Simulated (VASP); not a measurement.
# TiAl (Cmmm) in VASP: a series of runs, part 2 of 2

VASP 6.6.1. The steps go on from the part before.

**4. Single point, LDA (strain +0.0525 x Voigt [0, 0, 0, 0, 0, 1])**

INCAR reads:

```
SYSTEM = TiAl
PREC = Accurate ; ENCUT = 520
EDIFF = 1E-6 ; ISMEAR = 0
SIGMA = 0.15 ; LREAL = .False.
LASPH = .True. ; NELM = 100
ALGO = Fast ; ISIF = 2
LWAVE = .False. ; LCHARG = .False.
NBANDS = 14
```

KPOINTS reads:

```
Automatic mesh
0
Gamma
  16 16 16
  0 0 0
```

POSCAR reads:

```
TiAl
1.0
    3.1790640000      0.0834504300      0.0000000000
    0.0834504300      3.1790640000      0.0000000000
    0.0000000000      0.0000000000      3.1790640000
Ti Al
1 1
Direct
    0.0000000000      0.0000000000      0.0000000000
    0.5000000000      0.5000000000      0.5000000000
```

Potentials or basis: VASP PAW LDA potentials, release 64 (Ti_sv, Al).

On the command line:

```sh
$ cat potpaw_LDA.64/Ti_sv/POTCAR potpaw_LDA.64/Al/POTCAR > POTCAR
$ mpirun -np 1 vasp_std > vasp.out
```

OUTCAR:

```text
SYSTEM = TiAl
   PREC = Accurate
   ENCUT = 520
   EDIFF = 1E-6
   ISMEAR = 0
   LREAL = .False.
   LASPH = .True.
   NELM = 100
   ISIF = 2

 ion  position               nearest neighbor table
   1  0.000  0.000  0.000-   2 2.71   2 2.71   2 2.71   2 2.71   2 2.80   2 2.80   2 2.80   2 2.80

   2  0.500  0.500  0.500-   1 2.71   1 2.71   1 2.71   1 2.71   1 2.80   1 2.80   1 2.80   1 2.80

  LATTYP: Found a base centered orthorhombic cell.
 ALAT       =     4.3778586946
 B/A-ratio  =     1.0539152760
 C/A-ratio  =     0.7261687098

  Lattice vectors:

 A1 = (  -0.0834504300,  -3.1790640000,   0.0000000000)
 A2 = (   3.1790640000,   0.0834504300,   0.0000000000)
 A3 = (   0.0000000000,   0.0000000000,   3.1790640000)

Analysis of symmetry for initial positions (statically):
=====================================================================
 Subroutine PRICEL returns:
 Original cell was already a primitive cell.

 Routine SETGRP: Setting up the symmetry group for a
 base centered orthorhombic supercell.

 Subroutine GETGRP returns: Found  8 space group operations
 (whereof  8 operations were pure point group operations)
 out of a pool of  8 trial point group operations.

The static configuration has the point symmetry D_2h.

Analysis of symmetry for dynamics (positions and initial velocities):
=====================================================================
 Subroutine PRICEL returns:
 Original cell was already a primitive cell.

 Routine SETGRP: Setting up the symmetry group for a
 base centered orthorhombic supercell.

 Subroutine GETGRP returns: Found  8 space group operations
 (whereof  8 operations were pure point group operations)
 out of a pool of  8 trial point group operations.

The dynamic configuration has the point symmetry D_2h.

 Subroutine INISYM returns: Found  8 space group operations
 (whereof  8 operations are pure point group operations),
 and found     1 'primitive' translations

----------------------------------------------------------------------------------------

                                     Primitive cell

  volume of cell :      32.1069

  direct lattice vectors                    reciprocal lattice vectors
     3.179064000  0.083450430  0.000000000     0.314774895 -0.008262841  0.000000000
     0.083450430  3.179064000  0.000000000    -0.008262841  0.314774895  0.000000000
     0.000000000  0.000000000  3.179064000     0.000000000  0.000000000  0.314557996

  length of vectors
     3.180159098  3.180159098  3.179064000     0.314883326  0.314883326  0.314557996

  position of ions in fractional coordinates (direct lattice)
     0.000000000  0.000000000  0.000000000
     0.500000000  0.500000000  0.500000000

  ion indices of the primitive-cell ions
   primitive index   ion index
                 1           1
                 2           2

----------------------------------------------------------------------------------------

 KPOINTS: Automatic mesh

Automatic generation of k-mesh.
 Grid dimensions read from file:
 generate k-points for:   16   16   16

 Generating k-lattice:

  Cartesian coordinates                     Fractional coordinates (reciprocal lattice)
[... 43 lines left out ...]
   number of dos      NEDOS =    301   number of ions     NIONS =      2
   total plane-waves  NPLWV =  13824
   dimension x,y,z NGX =    24 NGY =   24 NGZ =   24
   dimension x,y,z NGXF=    48 NGYF=   48 NGZF=   48
   ions per type =               1   1
   NGX,Y,Z   is equivalent  to a cutoff of  12.55, 12.55, 12.55 a.u.
   NGXF,Y,Z  is equivalent  to a cutoff of  25.09, 25.09, 25.10 a.u.
 SYSTEM =  TiAl
   PREC   = accura    normal or accurate (medium, high low for compatibility)
   ISTART =      0    job   : 0-new  1-cont  2-samecut
   ICHARG =      2    charge: 1-file 2-atom 10-const
   ISPIN  =      1    spin polarized calculation?
   LNONCOLLINEAR =      F non collinear calculations
   LSORBIT =      F    spin-orbit coupling
   LASPH  =      T    aspherical Exc in radial PAW
   ENCUT  =  520.0 eV  38.22 Ry    6.18 a.u.   5.91  5.91  5.91*2*pi/ulx,y,z
   NELM   =    100;   NELMIN=  2; NELMDL= -5     # of ELM steps
   EDIFF  = 0.1E-05   stopping-criterion for ELM
   LREAL  =      F    real-space projection
   EDIFFG = 0.1E-04   stopping-criterion for IOM
   NSW    =      0    number of steps for IOM
   IBRION =     -1    ionic relax: 0-MD 1-quasi-New 2-CG
   NFREE  =      0    steps in history (QN), initial steepest desc. (CG)
   ISIF   =      2    stress and relaxation
   ISYM   =      2    0-nonsym 1-usesym 2-fastsym
   POTIM  = 0.5000    time-step for ionic-motion
   TEBEG  =    0.0;   TEEND  =   0.0 temperature during run
   PSTRESS=    0.0 pullay stress
   NELECT =      15.0000    total number of electrons
   NUPDOWN=      -1.0000    fix difference up-down
   EMIN   =  10.00;   EMAX   =-10.00  energy-range for DOS
   EFERMI =   0.00;   METHOD = LEGACY
   ISMEAR =     0;   SIGMA  =   0.15  broadening in eV -4-tet -1-fermi 0-gaus
   EFERMI_NEDOS =   21; number of points for ismear=-14 and -15
   IALGO  =     68    algorithm
   IMIX   =      4    mixing-type and parameters
     AMIX     =   0.40;   BMIX     =  1.00
     AMIX_MAG =   1.60;   BMIX_MAG =  1.00
  volume/ion in A,a.u.               =      16.05       108.33
  Fermi-wavevector in a.u.,A,eV,Ry     =   1.270298  2.400516 21.955152  1.613658
  Thomas-Fermi vector in A             =   2.403293
   LORBIT       =      0    0 simple, 1 ext, 2 COOP (PROOUT), +10 PAW based schemes
   GGA     = CA    functional components
   LHFCALC =     F    Hartree Fock is set to
   AEXX    =    0.0000 exact exchange contribution
   IVDW    =     0    specifies the selected vdW correction
   LEPSILON=     F    determine dielectric tensor
   LRPA    =     F    only Hartree local field effects (RPA)
 non-spin polarized calculation
 RMM-DIIS sequential band-by-band and
 Gauss-broadening in eV      SIGMA  =   0.15
  energy-cutoff  :      520.00
  volume of cell :       32.11
 maximum number of plane-waves:       886
   NGX = 11   NGY = 11   NGZ = 11

 number of electron      14.9999990 magnetization

 Free energy of the ion-electron system (eV)
  ---------------------------------------------------
  ext. energy  EPLUGINS =         0.00000000
  ---------------------------------------------------
  free energy    TOTEN  =       -13.26518102 eV

  energy without entropy =      -13.23555072  energy(sigma->0) =      -13.25036587

 E-fermi :   8.5057     XC(G=0): -11.3169

 val. band max:        8.5016795368   @ k =   0.5000   0.2500   0.1875
 cond. band min:       8.5057776774   @ k =   0.1875   0.1875   0.4375
 fundamental gap:      0.0040981406
 Fermi energy:         8.5056539764

 k-point     1 :       0.0000    0.0000    0.0000
  band No.  band energies     occupation
      1     -47.6663      2.00000
      2     -24.2720      2.00000
      3     -24.2504      2.00000
      4     -24.2332      2.00000
      5      -0.6644      2.00000
      6       7.1070      2.00000
      7       7.1259      2.00000
      8      10.1747      0.00000
      9      10.2442      0.00000
     10      10.3691      0.00000
     11      12.8833      0.00000
     12      12.9481      0.00000
     13      13.0629      0.00000
     14      17.4595      0.00000
[... 377 lines left out ...]
      1     -47.6651      2.00000
      2     -24.2786      2.00000
      3     -24.2493      2.00000
      4     -24.2393      2.00000
      5      -0.5324      2.00000
      6       7.0819      2.00000
      7       7.1324      2.00000
      8      10.0166      0.00000
      9      10.0615      0.00000
     10      10.3224      0.00000
     11      12.7399      0.00000
     12      12.8910      0.00000
     13      13.2695      0.00000
     14      17.4441      0.00000

 [... further k-points ...]

------------------------ aborting loop because EDIFF is reached ----------------------------------------

  FORCE on cell =-STRESS in cart. coord.  units (eV):
  Direction    XX          YY          ZZ          XY          YZ          ZX
  --------------------------------------------------------------------------------------
  -------------------------------------------------------------------------------------
  Total       -1.1155519     -1.1155519     -1.0364815     -0.6831632      0.0000000      0.0000000
  in kB      -55.6675237    -55.6675237    -51.7218070    -34.0907553      0.0000000      0.0000000
  external PRESSURE =     -54.3522848 kB  Pullay stress =       0.0000000 kB

 VOLUME and BASIS-vectors are now :
 -----------------------------------------------------------------------------
  energy-cutoff  :      520.00
  volume of cell :       32.11
      direct lattice vectors                 reciprocal lattice vectors
     3.179064000  0.083450430  0.000000000     0.314774895 -0.008262841  0.000000000
     0.083450430  3.179064000  0.000000000    -0.008262841  0.314774895  0.000000000
     0.000000000  0.000000000  3.179064000     0.000000000  0.000000000  0.314557996

 POSITION                                       TOTAL-FORCE (eV/Angst)
 -----------------------------------------------------------------------------------
      0.00000      0.00000      0.00000        -0.000000      0.000000      0.000000
      1.63126      1.63126      1.58953         0.000000      0.000000      0.000000
 -----------------------------------------------------------------------------------
    total drift:                                0.000000      0.000000      0.000000

  FREE ENERGIE OF THE ION-ELECTRON SYSTEM (eV)
  ---------------------------------------------------
  free  energy   TOTEN  =       -13.2651810181 eV

  energy  without entropy=      -13.2355507219  energy(sigma->0) =      -13.25036587
```

stdout:

```text
POSCAR found type information on POSCAR TiAl
 POSCAR found :  2 types and       2 ions
 scaLAPACK will be used
 LDA part: xc-table for (Slater(with rela. corr.)+CA(PZ))
 , standard interpolation
 POSCAR, INCAR and KPOINTS ok, starting setup
 FFT: planning ... GRIDC
 FFT: planning ... GRID_SOFT
 FFT: planning ... GRID
 WAVECAR not read
 entering main loop
WARNING in EDDRMM: call to ZHEGV failed, returncode =   8  4     13
WARNING in EDDRMM: call to ZHEGV failed, returncode =   6  3      6
WARNING in EDDRMM: call to ZHEGV failed, returncode =   6  3      8
WARNING in EDDRMM: call to ZHEGV failed, returncode =   6  3     14
WARNING in EDDRMM: call to ZHEGV failed, returncode =   8  4      7
WARNING in EDDRMM: call to ZHEGV failed, returncode =   6  3     10
WARNING in EDDRMM: call to ZHEGV failed, returncode =   6  3     10
WARNING in EDDRMM: call to ZHEGV failed, returncode =   6  3     13
WARNING in EDDRMM: call to ZHEGV failed, returncode =   6  3      8
WARNING in EDDRMM: call to ZHEGV failed, returncode =   8  4     14
[... 6 lines left out ...]
WARNING in EDDRMM: call to ZHEGV failed, returncode =   6  3      9
WARNING in EDDRMM: call to ZHEGV failed, returncode =   6  3     11
WARNING in EDDRMM: call to ZHEGV failed, returncode =   6  3     11
WARNING in EDDRMM: call to ZHEGV failed, returncode =   8  4      6
WARNING in EDDRMM: call to ZHEGV failed, returncode =   6  3      6
WARNING in EDDRMM: call to ZHEGV failed, returncode =   8  4      6
WARNING in EDDRMM: call to ZHEGV failed, returncode =   6  3      6
WARNING in EDDRMM: call to ZHEGV failed, returncode =   6  3     11
WARNING in EDDRMM: call to ZHEGV failed, returncode =   6  3     11
WARNING in EDDRMM: call to ZHEGV failed, returncode =   6  3     12
```

It took 3.7 min on 1 thread of AMD EPYC 9R45 (Zen 5), shared host; peak memory 0.35 GiB.

Results:

* Free energy: -13.2652 eV
* Pressure: -5.4 GPa
* Band gap on the k mesh: zero (an odd number of electrons rules out a gap without spin polarisation)

Stress tensor (GPa, compression positive):
```
-5.57 -3.41  0.00
-3.41 -5.57  0.00
 0.00  0.00 -5.17
```

Levels at points of the mesh, in eV from the Fermi level:
| k point | band 4 | band 5 | band 6 | band 7 | band 8 | band 9 | band 10 | band 11 |
| --- | --- | --- | --- | --- | --- | --- | --- | --- |
| (0.00, 0.00, 0.00) | -32.74 | -9.17 | -1.40 | -1.38 | 1.67 | 1.74 | 1.86 | 4.38 |
| (0.50, 0.00, 0.00) | -32.74 | -5.93 | -5.09 | -0.56 | 0.12 | 0.17 | 1.97 | 3.02 |
| (0.50, 0.50, 0.00) | -32.72 | -5.00 | -2.28 | -1.67 | -1.42 | 0.67 | 0.70 | 2.75 |
| (0.00, 0.00, 0.50) | -32.72 | -5.94 | -5.10 | -0.51 | -0.05 | 0.32 | 1.95 | 3.02 |
| (0.50, 0.00, 0.50) | -32.73 | -4.98 | -1.98 | -1.98 | -1.42 | 0.67 | 0.69 | 2.76 |
| (0.50, 0.50, 0.50) | -32.88 | -3.15 | -3.06 | -2.95 | 0.53 | 2.68 | 2.81 | 2.82 |

Caveat: the cell differs from its parent crystal (strain +0.0525 x Voigt [0, 0, 0, 0, 0, 1]); the cell stands under tension.

**5. Overview**

| cell | gap on the mesh (eV) | pressure (GPa) |
| --- | --- | --- |
| a = 3.180, b = 3.180, c = 3.179 Å, angles 90.0, 90.0, 93.4°, 2 atoms | none | -5.3 |
| a = 3.180, b = 3.180, c = 3.179 Å, angles 90.0, 90.0, 87.4°, 2 atoms | none | -5.6 |
| a = 3.180, b = 3.180, c = 3.179 Å, angles 90.0, 90.0, 87.0°, 2 atoms | none | -5.4 |

Alike in all rows: task single point; level LDA; potentials or basis VASP PAW LDA potentials, release 64 (Ti_sv, Al); no spin polarisation; k mesh 16 × 16 × 16; cutoff (eV) 520; smearing gaussian 0.15 eV.

Caveats: the cell stands under tension.

Total energies depend on the potentials used, so only differences within one code and one set of settings carry meaning.
